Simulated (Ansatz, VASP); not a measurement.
This is a calculation of PbF2 for Ansatz 0.2.0.

input.yaml

```yaml
crystal:
  lattice:
    - [0.0, 2.96366, 2.96366]
    - [2.96366, 0.0, 2.96366]
    - [2.96366, 2.96366, 0.0]
  atoms:
    - { symbol: Pb, position: [0.0, 0.0, 0.0] }
    - { symbol: F, position: [0.75, 0.75, 0.75] }
    - { symbol: F, position: [0.25, 0.25, 0.25] }
hamiltonian:
  xc: r2scan
  pseudopotentials: { kind: paw }
  dispersion: d3bj
kpoints:
  mp_grid: { grid: [8, 8, 8] }
scf:
  occupations: { method: fermi_dirac, width: 0.05 }
output:
  forces: true
  stress: true
  eigenvalues: true
relax:
  f_tol: 0.01
  max_steps: 40
  cell: { stress_tol: 0.05 }
```

Potentials or basis: Ansatz PAW.

Command:

```console
$ ansatz run input.yaml --threads 2 --pin off --max-ram 5632MiB --backend cpu --events-out ev --progress --plain --runs-dir out
```

Translate it to VASP 6.6.1. Potentials there: VASP PAW PBE potentials, release 64 (Pb_d, F).

As run (the cutoff follows the program's own potentials):

Contents of POSCAR:

```
PbF2
1.0
    0.0000000000      2.9636600000      2.9636600000
    2.9636600000      0.0000000000      2.9636600000
    2.9636600000      2.9636600000      0.0000000000
Pb F
1 2
Direct
    0.0000000000      0.0000000000      0.0000000000
    0.7500000000      0.7500000000      0.7500000000
    0.2500000000      0.2500000000      0.2500000000
```

INCAR.step1

```
  ALGO = Normal
  EDIFF = 1E-5
  EDIFFG = -0.005
  ENCUT = 660
  GGA = PE
  GGA_COMPAT = False
  IBRION = 2
  ISIF = 3
  ISMEAR = -1
  LASPH = True
  LCHARG = False
  LREAL = False
  LWAVE = True
  NELM = 120
  NELMIN = 4
  NSW = 100
  PREC = Accurate
  SIGMA = 0.05
```

The input INCAR.step2:

```
  ALGO = Normal
  EDIFF = 1E-7
  EDIFFG = -0.01
  ENCUT = 660
  GGA_COMPAT = False
  IBRION = 2
  ISIF = 3
  ISMEAR = -1
  ISTART = 1
  IVDW = 12
  LASPH = True
  LCHARG = False
  LMIXTAU = True
  LREAL = False
  LWAVE = False
  METAGGA = R2SCAN
  NELM = 120
  NELMIN = 4
  NSW = 60
  PREC = Accurate
  SIGMA = 0.05
  VDW_A1 = 0.49484001
  VDW_A2 = 5.73083694
  VDW_S6 = 1.0
  VDW_S8 = 0.78981345
```

File KPOINTS:

```
k-points
0
Gamma
  8 8 8
```

Potentials or basis: VASP PAW PBE potentials, release 64 (Pb_d, F).

The run is started by

```bash
$ cat potpaw_PBE.64/Pb_d/POTCAR potpaw_PBE.64/F/POTCAR > POTCAR
$ cp INCAR.step1 INCAR
$ mpirun -np 1 vasp_std > vasp.out
$ cp INCAR.step2 INCAR
$ mpirun -np 1 vasp_std > vasp.out
```

Both were run:

|  | VASP | Ansatz | Ansatz less VASP |
| --- | --- | --- | --- |
| gap on the k mesh at the Fermi level, each at its own relaxed structure (eV) | 4.93 | 4.93 | -0.003 |
| relaxed volume (Å³/atom) | 17.11 | 17.15 | +0.036 |
| relaxed cell length with the largest relative difference (Å) | 4.172 | 4.175 | +0.0029 |

VASP's potentials were made for PBE, not for r2SCAN.

Neither program's run includes spin-orbit coupling. Noted on Ansatz's run: the plane-wave basis is chosen anew once the cell has moved, so the energies of steps on either side of that aren't comparable.
